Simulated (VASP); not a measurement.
# PbF2 in VASP: settings compared

PbF2 is run at these levels: PBEsol, r2SCAN+rVV10; tasks: single point.

Program: VASP 6.6.1. These are calculated values, not measurements. Logs are shortened: lines on timing, memory, paths and dates and some standing lists are left out, and cuts for length are marked.

### Step 1. The cell of the first run

The typed cell holds 3 atoms: a = 4.191 Å, b = 4.191 Å, c = 4.191 Å, α = 60.00°, β = 60.00°, γ = 60.00°.

### Step 2. Single point, PBEsol

File INCAR:

```
SYSTEM = PbF2
ALGO = Normal ; EDIFF = 1E-6
ENCUT = 600 ; GGA = PS
GGA_COMPAT = .FALSE. ; ISIF = 2
ISMEAR = -1 ; LASPH = .TRUE.
LCHARG = .TRUE. ; LELF = .TRUE.
LREAL = .FALSE. ; LVHAR = .TRUE.
LWAVE = .FALSE. ; NBANDS = 21
NELM = 120 ; PREC = Accurate
SIGMA = 0.1
```

File KPOINTS:

```
k-points
0
G
  6 6 6
  0 0 0
```

File POSCAR:

```
PbF2
1.0
    0.0000000000      2.9636600000      2.9636600000
    2.9636600000      0.0000000000      2.9636600000
    2.9636600000      2.9636600000      0.0000000000
Pb F
1 2
Direct
   -0.0176050000     -0.0002580000      0.0020670000
    0.7516350000      0.7437150000      0.7602180000
    0.2651850000      0.2496610000      0.2421990000
```

Potentials or basis: VASP PAW PBE potentials, release 64 (Pb_d, F).

Launch:

```console
$ cat potpaw_PBE.64/Pb_d/POTCAR potpaw_PBE.64/F/POTCAR > POTCAR
$ mpirun -np 1 vasp_std > vasp.out
```

OUTCAR:

```text
SYSTEM = PbF2
   EDIFF = 1E-6
   ENCUT = 600
   GGA = PS
   ISIF = 2
   ISMEAR = -1
   LASPH = .TRUE.
   LREAL = .FALSE.
   NELM = 120
   PREC = Accurate

 ion  position               nearest neighbor table
   1  0.982  1.000  0.002-   3 2.45   2 2.49   2 2.55   3 2.57   2 2.60   3 2.60   2 2.63   3 2.65

   2  0.752  0.744  0.760-   1 2.49   1 2.55   1 2.60   1 2.63
   3  0.265  0.250  0.242-   1 2.45   1 2.57   1 2.60   1 2.65

  LATTYP: Found a face centered cubic cell.
 ALAT       =     5.9273200000

  Lattice vectors:

 A1 = (   0.0000000000,   2.9636600000,   2.9636600000)
 A2 = (   2.9636600000,   0.0000000000,   2.9636600000)
 A3 = (   2.9636600000,   2.9636600000,   0.0000000000)

Analysis of symmetry for initial positions (statically):
=====================================================================
 Subroutine PRICEL returns:
 Original cell was already a primitive cell.

 Routine SETGRP: Setting up the symmetry group for a
 face centered cubic supercell.

 Subroutine GETGRP returns: Found  1 space group operations
 (whereof  1 operations were pure point group operations)
 out of a pool of 48 trial point group operations.

The static configuration has the point symmetry C_1 .

Analysis of symmetry for dynamics (positions and initial velocities):
=====================================================================
 Subroutine PRICEL returns:
 Original cell was already a primitive cell.

 Routine SETGRP: Setting up the symmetry group for a
 face centered cubic supercell.

 Subroutine GETGRP returns: Found  1 space group operations
 (whereof  1 operations were pure point group operations)
 out of a pool of 48 trial point group operations.

The dynamic configuration has the point symmetry C_1 .

 Subroutine INISYM returns: Found  1 space group operations
 (whereof  1 operations are pure point group operations),
 and found     1 'primitive' translations

----------------------------------------------------------------------------------------

                                     Primitive cell

  volume of cell :      52.0613

  direct lattice vectors                    reciprocal lattice vectors
     0.000000000  2.963660000  2.963660000    -0.168710311  0.168710311  0.168710311
     2.963660000  0.000000000  2.963660000     0.168710311 -0.168710311  0.168710311
     2.963660000  2.963660000  0.000000000     0.168710311  0.168710311 -0.168710311

  length of vectors
[... 83 lines left out ...]
   NELM   =    120;   NELMIN=  2; NELMDL= -5     # of ELM steps
   EDIFF  = 0.1E-05   stopping-criterion for ELM
   LREAL  =      F    real-space projection
   EDIFFG = 0.1E-04   stopping-criterion for IOM
   NSW    =      0    number of steps for IOM
   IBRION =     -1    ionic relax: 0-MD 1-quasi-New 2-CG
   NFREE  =      0    steps in history (QN), initial steepest desc. (CG)
   ISIF   =      2    stress and relaxation
   ISYM   =      2    0-nonsym 1-usesym 2-fastsym
   POTIM  = 0.5000    time-step for ionic-motion
   TEBEG  =    0.0;   TEEND  =   0.0 temperature during run
   PSTRESS=    0.0 pullay stress
   NELECT =      28.0000    total number of electrons
   NUPDOWN=      -1.0000    fix difference up-down
   EMIN   =  10.00;   EMAX   =-10.00  energy-range for DOS
   EFERMI =   0.00;   METHOD = LEGACY
   ISMEAR =    -1;   SIGMA  =   0.10  broadening in eV -4-tet -1-fermi 0-gaus
   EFERMI_NEDOS =   21; number of points for ismear=-14 and -15
   IALGO  =     38    algorithm
   IMIX   =      4    mixing-type and parameters
     AMIX     =   0.40;   BMIX     =  1.00
     AMIX_MAG =   1.60;   BMIX_MAG =  1.00
  volume/ion in A,a.u.               =      17.35       117.11
  Fermi-wavevector in a.u.,A,eV,Ry     =   1.331340  2.515869 24.115883  1.772467
  Thomas-Fermi vector in A             =   2.460359
   LORBIT       =      0    0 simple, 1 ext, 2 COOP (PROOUT), +10 PAW based schemes
   GGA     = PS    functional components
   LHFCALC =     F    Hartree Fock is set to
   AEXX    =    0.0000 exact exchange contribution
   IVDW    =     0    specifies the selected vdW correction
   LEPSILON=     F    determine dielectric tensor
   LRPA    =     F    only Hartree local field effects (RPA)
 non-spin polarized calculation
  energy-cutoff  :      600.00
  volume of cell :       52.06
 maximum number of plane-waves:      1807
 NGX is ok and might be reduce to    36
   NGX = 17   NGY = 17   NGZ = 17

 number of electron      28.0000001 magnetization

 Free energy of the ion-electron system (eV)
  ---------------------------------------------------
  ext. energy  EPLUGINS =         0.00000000
  ---------------------------------------------------
  free energy    TOTEN  =       -14.92557794 eV

  energy without entropy =      -14.92557794  energy(sigma->0) =      -14.92557794

 E-fermi :   4.0975     XC(G=0):  -9.6569

 val. band max:        1.7788145430   @ k =   0.5000   0.0000   0.0000
 cond. band min:       6.0417471023   @ k =   0.5000   0.0000   0.5000
 fundamental gap:      4.2629325593
 Fermi energy:         4.0975427308

 k-point     1 :       0.0000    0.0000    0.0000
  band No.  band energies     occupation
      1     -19.2582      2.00000
      2     -18.6193      2.00000
      3     -12.6256      2.00000
      4     -12.6223      2.00000
      5     -12.6113      2.00000
      6     -12.5578      2.00000
[... 565 lines left out ...]
     20      16.7395      0.00000
     21      17.7201      0.00000

 [... further k-points ...]

------------------------ aborting loop because EDIFF is reached ----------------------------------------

  FORCE on cell =-STRESS in cart. coord.  units (eV):
  Direction    XX          YY          ZZ          XY          YZ          ZX
  --------------------------------------------------------------------------------------
  -------------------------------------------------------------------------------------
  Total       -0.3371670     -0.3233693     -0.3186339     -0.1513539      0.1333324      0.0144765
  in kB      -10.3762531     -9.9516311     -9.8058984     -4.6578883      4.1032791      0.4455106
  external PRESSURE =     -10.0445942 kB  Pullay stress =       0.0000000 kB

 VOLUME and BASIS-vectors are now :
 -----------------------------------------------------------------------------
  energy-cutoff  :      600.00
  volume of cell :       52.06
      direct lattice vectors                 reciprocal lattice vectors
     0.000000000  2.963660000  2.963660000    -0.168710311  0.168710311  0.168710311
     2.963660000  0.000000000  2.963660000     0.168710311 -0.168710311  0.168710311
     2.963660000  2.963660000  0.000000000     0.168710311  0.168710311 -0.168710311

 POSITION                                       TOTAL-FORCE (eV/Angst)
 -----------------------------------------------------------------------------------
      2.96902      2.91761      5.87438        -0.028282      0.109812      0.099840
      4.45715      4.48062      4.43171        -0.075632     -0.072602      0.071899
      1.45771      1.50371      1.52583         0.103914     -0.037210     -0.171740
 -----------------------------------------------------------------------------------
    total drift:                               -0.000041     -0.000117     -0.000063

  FREE ENERGIE OF THE ION-ELECTRON SYSTEM (eV)
  ---------------------------------------------------
  free  energy   TOTEN  =       -14.9255779414 eV

  energy  without entropy=      -14.9255779411  energy(sigma->0) =      -14.92557794
```

OSZICAR:

```text
N       E                     dE             d eps       ncg     rms          rms(c)
DAV:   1     0.318411508973E+03    0.31841E+03   -0.15767E+04  4738   0.170E+03
DAV:   2     0.140185571574E+02   -0.30439E+03   -0.28433E+03  4997   0.457E+02
DAV:   3    -0.156364441475E+02   -0.29655E+02   -0.29223E+02  5540   0.147E+02
DAV:   4    -0.165274391832E+02   -0.89100E+00   -0.89023E+00  5410   0.264E+01
DAV:   5    -0.165568492380E+02   -0.29410E-01   -0.29407E-01  6073   0.507E+00    0.716E+00
DAV:   6    -0.149534051968E+02    0.16034E+01   -0.72582E+00  6355   0.216E+01    0.264E+00
DAV:   7    -0.149364263307E+02    0.16979E-01   -0.39119E-01  5072   0.386E+00    0.151E+00
DAV:   8    -0.149270928308E+02    0.93335E-02   -0.97124E-02  5239   0.334E+00    0.515E-01
DAV:   9    -0.149242417457E+02    0.28511E-02   -0.18723E-02  6104   0.993E-01    0.102E-01
DAV:  10    -0.149255665021E+02   -0.13248E-02   -0.19996E-03  4869   0.416E-01    0.348E-02
DAV:  11    -0.149255582390E+02    0.82631E-05   -0.12484E-04  5599   0.112E-01    0.159E-02
DAV:  12    -0.149255785063E+02   -0.20267E-04   -0.76871E-05  4985   0.809E-02    0.127E-02
DAV:  13    -0.149255776790E+02    0.82731E-06   -0.19814E-05  5573   0.424E-02    0.213E-03
DAV:  14    -0.149255779414E+02   -0.26246E-06   -0.12380E-06  4381   0.772E-03
   1 F= -.14925578E+02 E0= -.14925578E+02  d E =-.348354E-09
```

Wall time 3.4 min (1 thread of Intel Xeon 8259CL, shared host); peak memory 0.3 GiB.

What came out:

* Free energy: -14.9256 eV
* Pressure: -1.0 GPa
* Largest force: 0.204 eV/Å
* Band gap on the k mesh: 4.26 eV (least direct gap 4.45 eV)

Forces in eV/Å, atoms in the order of the input:
```
Pb  -0.028  0.110  0.100
F   -0.076 -0.073  0.072
F    0.104 -0.037 -0.172
```

Levels at points of the mesh, in eV from the valence-band top:
```csv
k point,band 11,band 12,band 13,band 14,band 15,band 16,band 17,band 18
"(0.00, 0.00, 0.00)",-2.52,-2.06,-2.02,-1.97,6.53,6.67,6.77,10.46
"(0.50, 0.00, 0.00)",-2.69,-2.20,-2.13,0.00,4.96,7.41,7.66,13.01
"(0.00, 0.50, 0.00)",-2.68,-2.21,-2.13,-0.03,4.91,7.40,7.72,13.01
"(0.00, 0.00, 0.50)",-2.70,-2.24,-2.20,-0.15,4.82,7.50,7.66,13.04
"(0.50, 0.50, 0.50)",-2.65,-2.24,-2.15,-0.07,4.90,7.38,7.74,13.02
"(0.50, 0.50, 0.00)",-1.65,-1.60,-1.55,-0.20,4.27,7.71,7.86,8.80
"(0.00, 0.50, 0.50)",-1.67,-1.60,-1.54,-0.18,4.28,7.73,7.80,8.83
"(0.50, 0.00, 0.50)",-1.65,-1.60,-1.55,-0.19,4.26,7.77,7.81,8.80
```

Caveat: the PAW data sets were made with another functional, which shifts forces and pressure a little; spin-orbit coupling is left out, which moves the levels of the heavy elements. As with any semilocal functional, this PBEsol gap is likely too small.

### Step 3. Single point, PBEsol

File INCAR:

```
  PREC = Accurate
  ENCUT = 600
  EDIFF = 1E-6
  ISMEAR = -1
  SIGMA = 0.1
  LREAL = F
  LASPH = T
  NELM = 120
  ALGO = Normal
  ISIF = 2
  LWAVE = F
  LCHARG = F
  GGA = PS
  NBANDS = 21
  GGA_COMPAT = F
```

File KPOINTS:

```
regular mesh
0
Gamma
  6 6 6
```

POSCAR is that of step 2.

Potentials or basis: VASP PAW PBE potentials, release 64 (Pb_d, F).

Launch:

```console
$ cat potpaw_PBE.64/Pb_d/POTCAR potpaw_PBE.64/F/POTCAR > POTCAR
$ mpirun -np 1 vasp_std > vasp.out
```

OUTCAR:

```text
PREC = Accurate
   ENCUT = 600
   EDIFF = 1E-6
   ISMEAR = -1
   LREAL = F
   LASPH = T
   NELM = 120
   ISIF = 2
   GGA = PS

 ion  position               nearest neighbor table
   1  0.982  1.000  0.002-   3 2.45   2 2.49   2 2.55   3 2.57   2 2.60   3 2.60   2 2.63   3 2.65

   2  0.752  0.744  0.760-   1 2.49   1 2.55   1 2.60   1 2.63
   3  0.265  0.250  0.242-   1 2.45   1 2.57   1 2.60   1 2.65

  LATTYP: Found a face centered cubic cell.
 ALAT       =     5.9273200000

  Lattice vectors:

 A1 = (   0.0000000000,   2.9636600000,   2.9636600000)
 A2 = (   2.9636600000,   0.0000000000,   2.9636600000)
 A3 = (   2.9636600000,   2.9636600000,   0.0000000000)

Analysis of symmetry for initial positions (statically):
=====================================================================
 Subroutine PRICEL returns:
 Original cell was already a primitive cell.

 Routine SETGRP: Setting up the symmetry group for a
 face centered cubic supercell.

 Subroutine GETGRP returns: Found  1 space group operations
 (whereof  1 operations were pure point group operations)
 out of a pool of 48 trial point group operations.

The static configuration has the point symmetry C_1 .

Analysis of symmetry for dynamics (positions and initial velocities):
=====================================================================
 Subroutine PRICEL returns:
 Original cell was already a primitive cell.

 Routine SETGRP: Setting up the symmetry group for a
 face centered cubic supercell.

 Subroutine GETGRP returns: Found  1 space group operations
 (whereof  1 operations were pure point group operations)
 out of a pool of 48 trial point group operations.

The dynamic configuration has the point symmetry C_1 .

 Subroutine INISYM returns: Found  1 space group operations
 (whereof  1 operations are pure point group operations),
 and found     1 'primitive' translations

[... 113 lines left out ...]
   IALGO  =     38    algorithm
   IMIX   =      4    mixing-type and parameters
     AMIX     =   0.40;   BMIX     =  1.00
     AMIX_MAG =   1.60;   BMIX_MAG =  1.00
  volume/ion in A,a.u.               =      17.35       117.11
  Fermi-wavevector in a.u.,A,eV,Ry     =   1.331340  2.515869 24.115883  1.772467
  Thomas-Fermi vector in A             =   2.460359
   LORBIT       =      0    0 simple, 1 ext, 2 COOP (PROOUT), +10 PAW based schemes
   GGA     = PS    functional components
   LHFCALC =     F    Hartree Fock is set to
   AEXX    =    0.0000 exact exchange contribution
   IVDW    =     0    specifies the selected vdW correction
   LEPSILON=     F    determine dielectric tensor
   LRPA    =     F    only Hartree local field effects (RPA)
 non-spin polarized calculation
  energy-cutoff  :      600.00
  volume of cell :       52.06
 maximum number of plane-waves:      1807
 NGX is ok and might be reduce to    36
   NGX = 17   NGY = 17   NGZ = 17

 number of electron      28.0000001 magnetization

 Free energy of the ion-electron system (eV)
  ---------------------------------------------------
  ext. energy  EPLUGINS =         0.00000000
  ---------------------------------------------------
  free energy    TOTEN  =       -14.92557794 eV

  energy without entropy =      -14.92557794  energy(sigma->0) =      -14.92557794

 E-fermi :   4.0975     XC(G=0):  -9.6569

 val. band max:        1.7788145430   @ k =   0.5000   0.0000   0.0000
 cond. band min:       6.0417471023   @ k =   0.5000   0.0000   0.5000
 fundamental gap:      4.2629325593
 Fermi energy:         4.0975427308

 k-point     1 :       0.0000    0.0000    0.0000
  band No.  band energies     occupation
      1     -19.2582      2.00000
      2     -18.6193      2.00000
      3     -12.6256      2.00000
      4     -12.6223      2.00000
      5     -12.6113      2.00000
      6     -12.5578      2.00000
[... 565 lines left out ...]
     20      16.7395      0.00000
     21      17.7201      0.00000

 [... further k-points ...]

------------------------ aborting loop because EDIFF is reached ----------------------------------------

  FORCE on cell =-STRESS in cart. coord.  units (eV):
  Direction    XX          YY          ZZ          XY          YZ          ZX
  --------------------------------------------------------------------------------------
  -------------------------------------------------------------------------------------
  Total       -0.3371670     -0.3233693     -0.3186339     -0.1513539      0.1333324      0.0144765
  in kB      -10.3762531     -9.9516311     -9.8058984     -4.6578883      4.1032791      0.4455106
  external PRESSURE =     -10.0445942 kB  Pullay stress =       0.0000000 kB

 VOLUME and BASIS-vectors are now :
 -----------------------------------------------------------------------------
  energy-cutoff  :      600.00
  volume of cell :       52.06
      direct lattice vectors                 reciprocal lattice vectors
     0.000000000  2.963660000  2.963660000    -0.168710311  0.168710311  0.168710311
     2.963660000  0.000000000  2.963660000     0.168710311 -0.168710311  0.168710311
     2.963660000  2.963660000  0.000000000     0.168710311  0.168710311 -0.168710311

 POSITION                                       TOTAL-FORCE (eV/Angst)
 -----------------------------------------------------------------------------------
      2.96902      2.91761      5.87438        -0.028282      0.109812      0.099840
      4.45715      4.48062      4.43171        -0.075632     -0.072602      0.071899
      1.45771      1.50371      1.52583         0.103914     -0.037210     -0.171740
 -----------------------------------------------------------------------------------
    total drift:                               -0.000041     -0.000117     -0.000063

  FREE ENERGIE OF THE ION-ELECTRON SYSTEM (eV)
  ---------------------------------------------------
  free  energy   TOTEN  =       -14.9255779414 eV

  energy  without entropy=      -14.9255779411  energy(sigma->0) =      -14.92557794
```

OSZICAR:

```text
N       E                     dE             d eps       ncg     rms          rms(c)
DAV:   1     0.318411508973E+03    0.31841E+03   -0.15767E+04  4738   0.170E+03
DAV:   2     0.140185571574E+02   -0.30439E+03   -0.28433E+03  4997   0.457E+02
DAV:   3    -0.156364441475E+02   -0.29655E+02   -0.29223E+02  5540   0.147E+02
DAV:   4    -0.165274391832E+02   -0.89100E+00   -0.89023E+00  5410   0.264E+01
DAV:   5    -0.165568492380E+02   -0.29410E-01   -0.29407E-01  6073   0.507E+00    0.716E+00
DAV:   6    -0.149534051968E+02    0.16034E+01   -0.72582E+00  6355   0.216E+01    0.264E+00
DAV:   7    -0.149364263307E+02    0.16979E-01   -0.39119E-01  5072   0.386E+00    0.151E+00
DAV:   8    -0.149270928308E+02    0.93335E-02   -0.97124E-02  5239   0.334E+00    0.515E-01
DAV:   9    -0.149242417457E+02    0.28511E-02   -0.18723E-02  6104   0.993E-01    0.102E-01
DAV:  10    -0.149255665021E+02   -0.13248E-02   -0.19996E-03  4869   0.416E-01    0.348E-02
DAV:  11    -0.149255582390E+02    0.82631E-05   -0.12484E-04  5599   0.112E-01    0.159E-02
DAV:  12    -0.149255785063E+02   -0.20267E-04   -0.76871E-05  4985   0.809E-02    0.127E-02
DAV:  13    -0.149255776790E+02    0.82731E-06   -0.19814E-05  5573   0.424E-02    0.213E-03
DAV:  14    -0.149255779414E+02   -0.26246E-06   -0.12380E-06  4381   0.772E-03
   1 F= -.14925578E+02 E0= -.14925578E+02  d E =-.348354E-09
```

stdout:

```text
POSCAR found type information on POSCAR PbF
 POSCAR found :  2 types and       3 ions
 scaLAPACK will be used
 -----------------------------------------------------------------------------
|                                                                             |
|                                                                             |
|     You enforced a specific xc type in the INCAR file but a different       |
|     I HOPE YOU KNOW WHAT YOU ARE DOING!                                     |
|                                                                             |
 -----------------------------------------------------------------------------

 LDA part: xc-table for (Slater+PW92), standard interpolation
 POSCAR, INCAR and KPOINTS ok, starting setup
 FFT: planning ... GRIDC
 FFT: planning ... GRID_SOFT
 FFT: planning ... GRID
 WAVECAR not read
 entering main loop
```

Wall time 3.3 min (1 thread of Intel Xeon 8259CL, shared host); peak memory 0.3 GiB.

Results:

```
Free energy            : -14.9256 eV
Pressure               : -1.0 GPa
Largest force          : 0.204 eV/Å
Band gap on the k mesh : 4.26 eV (least direct gap 4.45 eV)
```

Forces in eV/Å, atoms in the order of the input:
```
Pb  -0.028  0.110  0.100
F   -0.076 -0.073  0.072
F    0.104 -0.037 -0.172
```

Stress tensor (GPa, compression positive):
```
-1.04 -0.47  0.04
-0.47 -1.00  0.41
 0.04  0.41 -0.98
```

Caveat: the PAW data sets were made with another functional, which shifts forces and pressure a little; spin-orbit coupling is left out, which moves the levels of the heavy elements.

(Continued in part 2 of 2.)
